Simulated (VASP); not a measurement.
## CdSiN2: relaxation of cell and atoms with PBEsol

The system is CdSiN2.

```xyz
4
Lattice="3.0630 0.0000 0.0000 0.0000 3.0630 0.0000 0.0000 0.0000 5.1382" Properties=species:S:1:pos:R:3 pbc="T T T"
Cd    0.0000    0.0000    0.0000
N     0.0000    1.5315    1.6432
N     1.5315    0.0000    3.4949
Si    1.5315    1.5315    2.5691
```

- Program: VASP 6.6.1
- Task: relaxation of cell and atoms
- Functional: PBEsol
- Potentials or basis: VASP PAW PBE potentials, release 64 (Cd, N, Si)
- Cutoff: 600 eV
- k mesh: 8 × 8 × 4
- Occupations: fermi-dirac, width 0.02 eV
- Spin: no spin polarisation
- Dipole correction: no
- Further INCAR settings: ALGO = Normal; EDIFF = 1e-06; IBRION = 2; EDIFFG = -0.005; NSW = 80; ISIF = 3

The relaxed volume is 11.76 Å³/atom. The relaxed cell is a = 3.040 Å, b = 3.040 Å, c = 5.087 Å, α = 90.00°, β = 90.00°, γ = 90.00°, the space group after relaxing (to 0.05 Å) is P-4m2 (No. 115) and the energy gained by relaxing is 4.3 meV/atom. The ionic steps are 9, the pressure after relaxing is 0.0 GPa and the band gap on the k mesh is 1.17 eV, indirect (least direct gap 1.19 eV).

Forces on the atoms (eV/Å):
```
Cd   0.000  0.000  0.000
N    0.000  0.000  0.002
N    0.000  0.000 -0.002
Si   0.000  0.000  0.000
```

Step by step:
| step | energy change (eV) | largest force (eV/Å) | pressure (GPa) | volume (Å³) |
| --- | --- | --- | --- | --- |
| 1 | 0.0000 | 0.0422 | -4.48 | 48.20 |
| 2 | 0.0008 | 0.1688 | 5.08 | 45.89 |
| 3 | -0.0168 | 0.1032 | -0.07 | 47.04 |
| 4 | -0.0168 | 0.1056 | 0.10 | 47.02 |
| 5 | -0.0172 | 0.0135 | 0.10 | 47.00 |
| 6 | -0.0172 | 0.0017 | 0.10 | 47.00 |
| 7 | -0.0172 | 0.0004 | 0.10 | 47.00 |
| 8 | -0.0172 | 0.0030 | -0.07 | 47.04 |
| 9 | -0.0173 | 0.0022 | -0.02 | 47.02 |

Final structure:
```
Cd N Si
1.0
     3.04027    0.00000    0.00000
     0.00000    3.04027    0.00000
     0.00000    0.00000    5.08737
Cd N Si
1 2 1
Direct
  0.00000 0.00000 0.00000
  0.00000 0.50000 0.31879
  0.50000 0.00000 0.68121
  0.50000 0.50000 0.50000
```

Levels at points of the mesh, in eV from the valence-band top:
| k point | band 11 | band 12 | band 13 | band 14 | band 15 | band 16 |
| --- | --- | --- | --- | --- | --- | --- |
| (0.00, 0.00, 0.00) | -2.52 | -0.03 | -0.03 | 1.17 | 4.26 | 6.22 |
| (0.50, 0.00, 0.00) | -3.20 | -3.12 | -0.11 | 4.09 | 5.31 | 5.31 |
| (0.50, 0.50, 0.00) | -2.49 | -2.49 | -1.71 | 2.79 | 2.79 | 6.55 |
| (0.00, 0.00, 0.50) | -3.60 | -0.49 | -0.49 | 3.72 | 3.96 | 4.14 |
| (0.50, 0.00, 0.50) | -1.87 | -1.40 | 0.00 | 3.20 | 3.99 | 6.11 |
| (0.50, 0.50, 0.50) | -3.45 | -3.45 | -1.88 | 5.48 | 5.48 | 7.50 |

Run time: 50 s on 1 thread of Intel(R) Xeon(R) 6975P-C (Granite Rapids) (shared host), peak memory 0.2 GiB.

Caveat: the PAW data sets were made with another functional, which shifts forces and pressure a little. A k mesh can miss the band edges.
